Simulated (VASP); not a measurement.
# Fe (Fd-3m) in VASP: notebook

Fe is run at these levels: PBE; tasks: relaxation of cell and atoms.

All numbers are computed with VASP 6.6.1; they aren't measurements. Logs are shortened: lines on timing, memory, paths and dates and some standing lists are left out, and cuts for length are marked.

## (1) The cell of the first run

It takes space group Fd-3m (No. 227, cubic). Conventional cell: a = 4.748 Å, b = 4.748 Å, c = 4.748 Å, α = 90.00°, β = 90.00°, γ = 90.00°. Fe (site symmetry -43m) has 4 Fe at 2.06 Å within 2.7 Å.

This isn't the form of Fe at room conditions, which is bcc.

## (2) Relaxation of cell and atoms, PBE, collinear spin, ferromagnetic start, target pressure -1.8 GPa, at which the enthalpy is minimised

INCAR reads:

```
  ALGO = Normal
  EDIFF = 1E-7
  EDIFFG = -0.005
  ENCUT = 600
  GGA = PE
  IBRION = 2
  ISIF = 3
  ISMEAR = -1
  ISPIN = 2
  LASPH = True
  LCHARG = False
  LMAXMIX = 4
  LORBIT = 11
  LREAL = False
  LWAVE = False
  MAGMOM = 2.5 2.5
  NELM = 150
  NSW = 60
  PREC = Accurate
  PSTRESS = -18.0
  SIGMA = 0.1
```

KPOINTS reads:

```
k-points
0
Gamma
  14 14 14
```

POSCAR reads:

```
Fe
1.0
    0.0000000000      2.3740843594      2.3740843594
    2.3740843594      0.0000000000      2.3740843594
    2.3740843594      2.3740843594      0.0000000000
Fe
2
Direct
   -0.1250000000     -0.1250000000     -0.1250000000
    0.1250000000      0.1250000000      0.1250000000
```

Potentials or basis: VASP PAW PBE potentials, release 64 (Fe).

On the command line:

```sh
$ cat potpaw_PBE.64/Fe/POTCAR > POTCAR
$ mpirun -np 1 vasp_std > vasp.out
```

OUTCAR:

```text
EDIFF = 1E-7
   EDIFFG = -0.005
   ENCUT = 600
   GGA = PE
   IBRION = 2
   ISIF = 3
   ISMEAR = -1
   ISPIN = 2
   LASPH = True
   LORBIT = 11
   LREAL = False
   NELM = 150
   NSW = 60
   PREC = Accurate
   PSTRESS = -18.0

 ion  position               nearest neighbor table
   1  0.875  0.875  0.875-   2 2.06   2 2.06   2 2.06   2 2.06
   2  0.125  0.125  0.125-   1 2.06   1 2.06   1 2.06   1 2.06

  LATTYP: Found a face centered cubic cell.
 ALAT       =     4.7481687188

  Lattice vectors:

 A1 = (   0.0000000000,   2.3740843594,   2.3740843594)
 A2 = (   2.3740843594,   0.0000000000,   2.3740843594)
 A3 = (   2.3740843594,   2.3740843594,   0.0000000000)

Analysis of symmetry for initial positions (statically):
=====================================================================
 Subroutine PRICEL returns:
 Original cell was already a primitive cell.

 Routine SETGRP: Setting up the symmetry group for a
 face centered cubic supercell.

 Subroutine GETGRP returns: Found 48 space group operations
 (whereof 12 operations were pure point group operations)
 out of a pool of 48 trial point group operations.

The static configuration has the point symmetry D_3d.
 The point group associated with its full space group is O_h .

Analysis of symmetry for dynamics (positions and initial velocities):
=====================================================================
 Subroutine PRICEL returns:
 Original cell was already a primitive cell.

 Routine SETGRP: Setting up the symmetry group for a
 face centered cubic supercell.

 Subroutine GETGRP returns: Found 48 space group operations
 (whereof 12 operations were pure point group operations)
 out of a pool of 48 trial point group operations.

The dynamic configuration has the point symmetry D_3d.
 The point group associated with its full space group is O_h .

Analysis of structural, dynamic, and magnetic symmetry:
=====================================================================
 Subroutine PRICEL returns:
 Original cell was already a primitive cell.

 Routine SETGRP: Setting up the symmetry group for a
 face centered cubic supercell.

 Subroutine GETGRP returns: Found 48 space group operations
 (whereof 12 operations were pure point group operations)
 out of a pool of 48 trial point group operations.

The overall configuration has the point symmetry D_3d.
 The point group associated with its full space group is O_h .

 Subroutine INISYM returns: Found 48 space group operations
 (whereof 12 operations are pure point group operations),
 and found     1 'primitive' translations

----------------------------------------------------------------------------------------

                                     Primitive cell

  volume of cell :      26.7620

  direct lattice vectors                    reciprocal lattice vectors
     0.000000000  2.374084359  2.374084359    -0.210607512  0.210607512  0.210607512
     2.374084359  0.000000000  2.374084359     0.210607512 -0.210607512  0.210607512
     2.374084359  2.374084359  0.000000000     0.210607512  0.210607512 -0.210607512

  length of vectors
     3.357462299  3.357462299  3.357462299     0.364782911  0.364782911  0.364782911

  position of ions in fractional coordinates (direct lattice)
     0.875000000  0.875000000  0.875000000
     0.125000000  0.125000000  0.125000000

  ion indices of the primitive-cell ions
   primitive index   ion index
                 1           1
                 2           2

----------------------------------------------------------------------------------------

 KPOINTS: k-points

Automatic generation of k-mesh.
 Grid dimensions read from file:
 generate k-points for:   14   14   14

 Generating k-lattice:

  Cartesian coordinates                     Fractional coordinates (reciprocal lattice)
    -0.015043394  0.015043394  0.015043394     0.071428571  0.000000000  0.000000000
     0.015043394 -0.015043394  0.015043394     0.000000000  0.071428571  0.000000000
     0.015043394  0.015043394 -0.015043394     0.000000000  0.000000000  0.071428571

  Length of vectors
     0.026055922  0.026055922  0.026055922

  Shift w.r.t. Gamma in fractional coordinates (k-lattice)
     0.000000000  0.000000000  0.000000000

 Subroutine IBZKPT returns following result:
 ===========================================

 Found    104 irreducible k-points:

 Following reciprocal coordinates:
            Coordinates               Weight
  0.000000  0.000000  0.000000      1.000000
  0.071429  0.000000  0.000000      8.000000
  0.142857  0.000000  0.000000      8.000000
  0.214286  0.000000  0.000000      8.000000
  0.285714  0.000000  0.000000      8.000000
  0.357143  0.000000  0.000000      8.000000
[... 16 lines left out ...]
  0.214286  0.142857  0.000000     24.000000
  0.285714  0.142857  0.000000     24.000000
 [... further k-points ...]
   k-points           NKPTS =    104   k-points in BZ     NKDIM =    104   number of bands    NBANDS=     15
   number of dos      NEDOS =    301   number of ions     NIONS =      2
   total plane-waves  NPLWV =  21952
   dimension x,y,z NGX =    28 NGY =   28 NGZ =   28
   dimension x,y,z NGXF=    56 NGYF=   56 NGZF=   56
   ions per type =               2
   NGX,Y,Z   is equivalent  to a cutoff of  13.86, 13.86, 13.86 a.u.
   NGXF,Y,Z  is equivalent  to a cutoff of  27.73, 27.73, 27.73 a.u.
 SYSTEM =  unknown system
   PREC   = accura    normal or accurate (medium, high low for compatibility)
   ISTART =      0    job   : 0-new  1-cont  2-samecut
   ICHARG =      2    charge: 1-file 2-atom 10-const
   ISPIN  =      2    spin polarized calculation?
   LNONCOLLINEAR =      F non collinear calculations
   LSORBIT =      F    spin-orbit coupling
   LASPH  =      T    aspherical Exc in radial PAW
   ENCUT  =  600.0 eV  44.10 Ry    6.64 a.u.   6.71  6.71  6.71*2*pi/ulx,y,z
   NELM   =    150;   NELMIN=  2; NELMDL= -5     # of ELM steps
   EDIFF  = 0.1E-06   stopping-criterion for ELM
   LREAL  =      F    real-space projection
   EDIFFG = -.5E-02   stopping-criterion for IOM
   NSW    =     60    number of steps for IOM
   IBRION =      2    ionic relax: 0-MD 1-quasi-New 2-CG
   NFREE  =      1    steps in history (QN), initial steepest desc. (CG)
   ISIF   =      3    stress and relaxation
   ISYM   =      2    0-nonsym 1-usesym 2-fastsym
   POTIM  = 0.5000    time-step for ionic-motion
   TEBEG  =    0.0;   TEEND  =   0.0 temperature during run
   PSTRESS=  -18.0 pullay stress
   NELECT =      16.0000    total number of electrons
   NUPDOWN=      -1.0000    fix difference up-down
   EMIN   =  10.00;   EMAX   =-10.00  energy-range for DOS
   EFERMI =   0.00;   METHOD = LEGACY
   ISMEAR =    -1;   SIGMA  =   0.10  broadening in eV -4-tet -1-fermi 0-gaus
   EFERMI_NEDOS =   21; number of points for ismear=-14 and -15
   IALGO  =     38    algorithm
   IMIX   =      4    mixing-type and parameters
     AMIX     =   0.40;   BMIX     =  1.00
     AMIX_MAG =   1.60;   BMIX_MAG =  1.00
  volume/ion in A,a.u.               =      13.38        90.30
  Fermi-wavevector in a.u.,A,eV,Ry     =   1.379141  2.606199 25.878689  1.902030
  Thomas-Fermi vector in A             =   2.504138
   LORBIT       =     11    0 simple, 1 ext, 2 COOP (PROOUT), +10 PAW based schemes
   GGA     = PE    functional components
   LHFCALC =     F    Hartree Fock is set to
   AEXX    =    0.0000 exact exchange contribution
   IVDW    =     0    specifies the selected vdW correction
   LEPSILON=     F    determine dielectric tensor
   LRPA    =     F    only Hartree local field effects (RPA)
 conjugate gradient relaxation of ions
 spin polarized calculation
  energy-cutoff  :      600.00
  volume of cell :       26.76
 maximum number of plane-waves:       911
   NGX = 13   NGY = 13   NGZ = 13

--------------------------------------- Ionic step        1  -------------------------------------------

 number of electron      15.9999992 magnetization       0.0001191

 number of electron      15.9999992 magnetization      -0.0000198

 Free energy of the ion-electron system (eV)
  ---------------------------------------------------
  ext. energy  EPLUGINS =         0.00000000
  ---------------------------------------------------
  free energy    TOTEN  =       -13.96494441 eV

  energy without entropy =      -13.88888905  energy(sigma->0) =      -13.92691673

------------------------ aborting loop because EDIFF is reached ----------------------------------------

  FORCE on cell =-STRESS in cart. coord.  units (eV):
  Direction    XX          YY          ZZ          XY          YZ          ZX
  --------------------------------------------------------------------------------------
  -------------------------------------------------------------------------------------
  Total        2.0352531      2.0352531      2.0352531      0.0000000      0.0000000      0.0000000
  in kB      121.8458047    121.8458047    121.8458047      0.0000000      0.0000000      0.0000000
  external PRESSURE =     139.8458047 kB  Pullay stress =     -18.0000000 kB
[... 27 lines left out ...]
 number of electron      15.9999997 magnetization      -0.0000068

 number of electron      15.9999997 magnetization       0.0000013

 E-fermi :   2.9075     XC(G=0): -11.0780

 val. band max:        2.9048003295   @ k =   0.2857   0.2143   0.0714
 cond. band min:       2.9123135884   @ k =   0.3571   0.0714   0.0000
 fundamental gap:      0.0075132589
 Fermi energy:         2.9074843445

 spin component 1

 k-point     1 :       0.0000    0.0000    0.0000
  band No.  band energies     occupation
      1      -3.3495      1.00000
      2       0.4746      1.00000
      3       0.4746      1.00000
      4       0.6895      1.00000
      5       0.6895      1.00000
      6       0.6895      1.00000
      7       2.5482      0.97322
      8       2.5482      0.97322
      9       2.5482      0.97322
     10       3.9754      0.00002
     11       3.9754      0.00002
     12      16.3087      0.00000
[... 926 lines left out ...]
  energy  without entropy=      -13.9468157834  energy(sigma->0) =      -13.98906465

  enthalpy is  TOTEN    =       -14.3579028730 eV   P V=       -0.3265893575

[... ionic steps 4 to 14 ...]

--------------------------------------- Ionic step       15  -------------------------------------------

 number of electron      16.0000007 magnetization      -0.0000000

 number of electron      16.0000007 magnetization       0.0000000
[... 77 lines left out ...]
 number of electron      16.0000007 magnetization       0.0000000

 number of electron      16.0000007 magnetization      -0.0000000

 Free energy of the ion-electron system (eV)
  ---------------------------------------------------
  ext. energy  EPLUGINS =         0.00000000
  ---------------------------------------------------
  free energy    TOTEN  =       -14.03172883 eV

  energy without entropy =      -13.94736205  energy(sigma->0) =      -13.98954544

 E-fermi :   3.5759     XC(G=0): -11.4975

 val. band max:        3.5740798884   @ k =  -0.2857   0.0714   0.0000
 cond. band min:       3.5904404735   @ k =   0.3571   0.0714   0.0000
 fundamental gap:      0.0163605851
 Fermi energy:         3.5758626681

 spin component 1

 k-point     1 :       0.0000    0.0000    0.0000
  band No.  band energies     occupation
      1      -3.0657      1.00000
      2       0.8456      1.00000
      3       0.8456      1.00000
      4       1.1412      1.00000
      5       1.1412      1.00000
      6       1.1412      1.00000
      7       3.1783      0.98157
      8       3.1783      0.98157
      9       3.1783      0.98157
     10       4.7925      0.00001
     11       4.7925      0.00001
     12      17.8180      0.00000
[... 886 lines left out ...]
  energy  without entropy=      -13.9473620512  energy(sigma->0) =      -13.98954544

  enthalpy is  TOTEN    =       -14.3579160739 eV   P V=       -0.3261872458

 reached required accuracy - stopping structural energy minimisation

 total charge

# of ion       s       p       d       tot
------------------------------------------
    1        0.583   0.434   6.457   7.474
    2        0.583   0.434   6.457   7.474
--------------------------------------------------
tot          1.166   0.868  12.915  14.949

 magnetization (x)

# of ion       s       p       d       tot
------------------------------------------
    1        0.000   0.000   0.000   0.000
    2        0.000   0.000   0.000   0.000
--------------------------------------------------
tot          0.000   0.000   0.000   0.000
```

It took 4.1 min on 1 thread of Intel Xeon 6975P-C (Granite Rapids), shared host; peak memory 0.23 GiB.

Results:

```yaml
Free_energy: -14.0317 eV
Relaxed_volume: 14.52 Å³/atom
Relaxed_cell: a = 3.450 Å, b = 3.450 Å, c = 3.450 Å, α = 60.00°, β = 60.00°, γ = 60.00°
Space_group_after_relaxing_to_0.1_Å: Fd-3m (No. 227)
Energy_change_on_relaxing_the_run_minimises_the_enthalpy: -33.4 meV/atom
Ionic_steps: 17
Pressure_after_relaxing: -1.8 GPa
Band_gap_on_the_k_mesh: zero (filled and empty bands overlap)
Net_moment: 0.00 μB per cell
Valence_electrons_inside_the_program's_atomic_spheres: Fe 7.47
```

The path:
| step | energy change (eV) | largest force (eV/Å) | pressure (GPa) | volume (Å³) |
| --- | --- | --- | --- | --- |
| 1 | 0.0000 | 0.0000 | 12.18 | 26.76 |
| 2 | 0.0443 | 0.0000 | -11.62 | 31.55 |
| 3 | -0.0664 | 0.0000 | -1.93 | 29.07 |
| 4 | -0.0669 | 0.0000 | -1.70 | 29.02 |
| 5 | -0.0669 | 0.0000 | -1.72 | 29.02 |
| 6 | -0.0669 | 0.0000 | -1.71 | 29.02 |
| 7 | -0.0669 | 0.0000 | -1.71 | 29.02 |
| 8 | -0.0669 | 0.0000 | -1.71 | 29.02 |
| 9 | -0.0669 | 0.0000 | -1.71 | 29.02 |
| 10 | -0.0669 | 0.0000 | -1.71 | 29.02 |
| 11 | -0.0669 | 0.0000 | -1.72 | 29.02 |
| 12 | -0.0669 | 0.0000 | -1.72 | 29.02 |
| 13 | -0.0669 | 0.0000 | -1.74 | 29.02 |
| 14 | -0.0669 | 0.0000 | -1.72 | 29.02 |
| 15 | -0.0669 | 0.0000 | -1.73 | 29.03 |
| 16 | -0.0668 | 0.0000 | -1.73 | 29.03 |
| 17 | -0.0668 | 0.0000 | -1.77 | 29.03 |

Final structure:
```yaml
crystal:
  lattice:
    - [0.00000, 2.43945, 2.43945]
    - [2.43945, 0.00000, 2.43945]
    - [2.43945, 2.43945, 0.00000]
  atoms:
    - { symbol: Fe, position: [0.87500, 0.87500, 0.87500] }
    - { symbol: Fe, position: [0.12500, 0.12500, 0.12500] }
```

Caveat: the cell is relaxed towards a set pressure, so the run minimises the enthalpy, not the energy; the moments typed at the start vanished in this run.

## (3) Relaxation of cell and atoms, PBE, collinear spin, ferromagnetic start, target pressure -1.8 GPa, at which the enthalpy is minimised

This run uses another cell than the first one, of 14.66 Å³/atom.

INCAR reads:

```
SYSTEM = Fe
PREC = Accurate
ENCUT = 600
EDIFF = 1E-6
ISMEAR = -1
SIGMA = 0.1
LREAL = .FALSE.
LASPH = .TRUE.
NELM = 150
ALGO = Normal
ISIF = 3
LWAVE = .FALSE.
LCHARG = .FALSE.
ISPIN = 2
MAGMOM = 2.5 2.5
LORBIT = 11
LMAXMIX = 4
GGA = PE
IBRION = 2
NSW = 32
EDIFFG = -0.005
PSTRESS = -18.0
```

KPOINTS reads:

```
Automatic mesh
0
G
  14 14 14
  0 0 0
```

POSCAR reads:

```
Fe
1.0
    0.0000000000      2.4475633021      2.4475633021
    2.4475633021      0.0000000000      2.4475633021
    2.4475633021      2.4475633021      0.0000000000
Fe
2
Direct
   -0.1250000000     -0.1250000000     -0.1250000000
    0.1250000000      0.1250000000      0.1250000000
```

Potentials or basis: VASP PAW PBE potentials, release 64 (Fe).

On the command line:

```sh
$ cat potpaw_PBE.64/Fe/POTCAR > POTCAR
$ mpirun -np 1 vasp_std > vasp.out
```

It took 87 s on 1 thread of Intel Xeon 6975P-C (Granite Rapids), shared host; peak memory 0.23 GiB.

Results (log left out):

| Quantity | Value |
| --- | --- |
| Free energy | -14.0326 eV |
| Relaxed volume | 14.52 Å³/atom |
| Relaxed cell | a = 3.450 Å, b = 3.450 Å, c = 3.450 Å, α = 60.00°, β = 60.00°, γ = 60.00° |
| Space group after relaxing (to 0.1 Å) | Fd-3m (No. 227) |
| Energy change on relaxing (the run minimises the enthalpy) | -2.3 meV/atom |
| Ionic steps | 3 |
| Pressure after relaxing | -1.8 GPa |
| Band gap on the k mesh | zero (filled and empty bands overlap) |
| Net moment | 0.00 μB per cell |
| Valence electrons inside the program's atomic spheres | Fe 7.47 |

Step by step:
| step | energy change (eV) | largest force (eV/Å) | pressure (GPa) | volume (Å³) |
| --- | --- | --- | --- | --- |
| 1 | 0.0000 | 0.0000 | -3.16 | 29.32 |
| 2 | -0.0063 | 0.0000 | -0.59 | 28.80 |
| 3 | -0.0045 | 0.0000 | -1.79 | 29.03 |

Final structure:
```
Fe
1.0
     0.00000    2.43945    2.43945
     2.43945    0.00000    2.43945
     2.43945    2.43945    0.00000
Fe
2
Cartesian
  4.2690 4.2690 4.2690
  0.6099 0.6099 0.6099
```

Levels at points of the mesh, in eV from the Fermi level:
Spin up:
```tsv
k point	band 6	band 7	band 8	band 9	band 10	band 11
(0.00, 0.00, 0.00)	-2.43	-0.40	-0.40	-0.40	1.22	1.22
(0.50, 0.00, 0.00)	-2.45	-1.08	0.16	0.16	0.97	0.97
(0.50, 0.50, 0.00)	-1.38	-0.73	-0.73	1.17	1.17	2.72
```
Spin down:
```tsv
k point	band 5	band 6	band 7	band 8	band 9	band 10	band 11	band 12
(0.00, 0.00, 0.00)	-2.43	-2.43	-0.40	-0.40	-0.40	1.22	1.22	14.24
(0.50, 0.00, 0.00)	-2.45	-2.45	-1.08	0.16	0.16	0.97	0.97	2.46
(0.50, 0.50, 0.00)	-1.38	-1.38	-0.73	-0.73	1.17	1.17	2.72	2.72
```

Caveat: the cell is relaxed towards a set pressure, so the run minimises the enthalpy, not the energy; the moments typed at the start vanished in this run.
